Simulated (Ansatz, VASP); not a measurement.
One calculation of SiC, two programs

```
CELL_PARAMETERS angstrom
0.00000 2.04971 2.45966
2.04971 0.00000 2.45966
2.04971 2.04971 0.00000
ATOMIC_POSITIONS crystal
Si 0.00000 0.00000 0.00000
C 0.75000 0.75000 0.75000
```

Alike in both runs: task single point; functional r2SCAN; k mesh 12 × 12 × 12; occupations gaussian, width 0.05 eV; no spin polarisation.

|  | VASP | Ansatz |
| --- | --- | --- |
| version | VASP 6.6.1 | Ansatz 0.2.0 |
| potentials or method | VASP PAW PBE potentials, release 64 (Si, C), cutoff 520 eV | scalar-relativistic, plane waves, PAW |
| valence electrons in the cell | 8 | 8 |

```tsv
	VASP	Ansatz	Ansatz less VASP
gap on the k mesh at the Fermi level (eV)	0.61	0.60	-0.010
least direct gap on the mesh (eV)	3.50	3.49	-0.010
pressure (GPa)	-1.8	-1.6	+0.15
traceless stress, the component that is largest in VASP (GPa)	-47.47	-47.34	+0.131
```

VASP's potentials were made for PBE, not for r2SCAN.
